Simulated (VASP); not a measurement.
**Bi: single point with LDA**

Crystal: Bi.

```
Bi
1.0
     2.45026    0.00000    0.00000
     0.00000    2.45026    0.00000
     0.00000    0.00000    2.45026
Bi
1
Direct
  0.00000 0.00000 0.00000
```

This isn't the form of Bi at room conditions, which is rhombohedral.

```yaml
Program: VASP 6.6.1
Task: single point
Functional: LDA
Potentials_or_basis: VASP PAW LDA potentials, release 64 (Bi_d)
Cutoff: 500 eV
k_mesh: 12 × 12 × 12
Occupations: fermi-dirac, width 0.05 eV
Spin: no spin polarisation
Dipole_correction: no
Further_INCAR_settings: ALGO = Normal; EDIFF = 1e-06; NBANDS = 14
```

| Item | Value |
| --- | --- |
| Pressure | 290.3 GPa |
| Band gap on the k mesh | zero (an odd number of electrons rules out a gap without spin polarisation) |

Levels at points of the mesh, in eV from the Fermi level:
```tsv
k point	band 4	band 5	band 6	band 7	band 8	band 9	band 10	band 11	band 12	band 13
(0.00, 0.00, 0.00)	-24.94	-24.94	-23.59	3.65	3.65	3.65	10.92	11.47	11.47	17.91
(0.50, 0.00, 0.00)	-25.96	-24.85	-15.63	-13.49	7.12	9.05	9.32	9.32	16.86	16.86
(0.50, 0.50, 0.00)	-25.82	-23.99	-8.84	-8.80	-8.80	-0.12	11.05	11.05	14.70	19.67
(0.50, 0.50, 0.50)	-23.92	-23.92	-3.94	-3.94	-3.94	-0.82	1.04	5.47	5.47	5.47
```

Wall time 16 s on 1 thread of Intel Xeon 8259CL, on a shared host, peak memory 0.12 GiB.

Caveat: the cell stands under pressure; spin-orbit coupling is left out, which moves the levels of the heavy elements.
